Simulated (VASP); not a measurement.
Here is a VASP 6.6.1 calculation.

Contents of INCAR:

```
SYSTEM = SiGe3
  ALGO = Normal
  EDIFF = 1E-6
  ENCUT = 520
  GGA = PE
  ISIF = 2
  ISMEAR = 0
  LASPH = .TRUE.
  LCHARG = .FALSE.
  LREAL = .FALSE.
  LWAVE = .FALSE.
  NBANDS = 31
  NELM = 60
  PREC = Accurate
  SIGMA = 0.01
```

Contents of KPOINTS:

```
k-points
0
G
  10 10 6
  0 0 0
```

POSCAR

```
SiGe3
1.0
    4.0126314324      0.0000000000      0.0000000000
    0.0000000000      4.0126314324      0.0000000000
    0.0000000000      0.0000000000      5.6797824734
Si Ge
1 3
Direct
    0.5000000000      0.5000000000      0.5000000000
    0.0000000000      0.0000000000      0.0000000000
    0.5000000000      0.0000000000      0.7435439410
    0.0000000000      0.5000000000      0.2564560590
```

Potentials or basis: VASP PAW PBE potentials, release 64 (Si, Ge_d).

The run is started by

```bash
$ cat potpaw_PBE.64/Si/POTCAR potpaw_PBE.64/Ge_d/POTCAR > POTCAR
$ mpirun -np 1 vasp_std > vasp.out
```

What does it give for the band gap on the k mesh?

0.16 eV (least direct gap 0.41 eV).

Predict the pressure.

0.0 GPa.

Predict the largest force.

0.004 eV/Å.

Forces on the atoms (eV/Å):
```
Si   0.000  0.000  0.000
Ge   0.000  0.000  0.000
Ge   0.000  0.000 -0.004
Ge   0.000  0.000  0.004
```

A k mesh can miss the band edges.
